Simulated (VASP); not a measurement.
Here is a VASP 6.6.1 calculation.

File INCAR:

```
SYSTEM = Pt
  ALGO = Fast
  EDIFF = 1E-6
  ENCUT = 520
  GGA = PS
  ISIF = 2
  ISMEAR = 0
  LASPH = .True.
  LCHARG = .True.
  LELF = .True.
  LREAL = .False.
  LVHAR = .True.
  LWAVE = .False.
  NBANDS = 17
  NELM = 60
  PREC = Accurate
  SIGMA = 0.15
```

The input KPOINTS:

```
k-points
0
Gamma
  18 18 10
  0 0 0
```

POSCAR

```
Pt
1.0
    2.7251897179      0.0000000000      0.0000000000
   -1.3625948590      2.3600835258      0.0000000000
    0.0000000000      0.0000000000      4.5341779182
Pt
2
Direct
    0.6666666667      0.3333333333      0.7500000000
    0.3333333333      0.6666666667      0.2500000000
```

Potentials or basis: VASP PAW PBE potentials, release 64 (Pt).

Launch:

```bash
$ cat potpaw_PBE.64/Pt/POTCAR > POTCAR
$ mpirun -np 1 vasp_std > vasp.out
```

Predict the pressure.

11.0 GPa.

What does it give for the band gap on the k mesh?

Zero (bands 10 and 11 overlap by 1.39 eV).

Stress tensor (GPa, compression positive):
```
 8.70  0.00  0.00
 0.00  8.70  0.00
 0.00  0.00 15.48
```

Caveat: the cell differs from its parent crystal (engineering shear strain xy +0.0000, normal strain along z -0.0367); the stress differs along the axes, from 9 to 15 GPa; the PAW data sets were made with another functional, which shifts forces and pressure a little; spin-orbit coupling is left out, which moves the levels of the heavy elements.
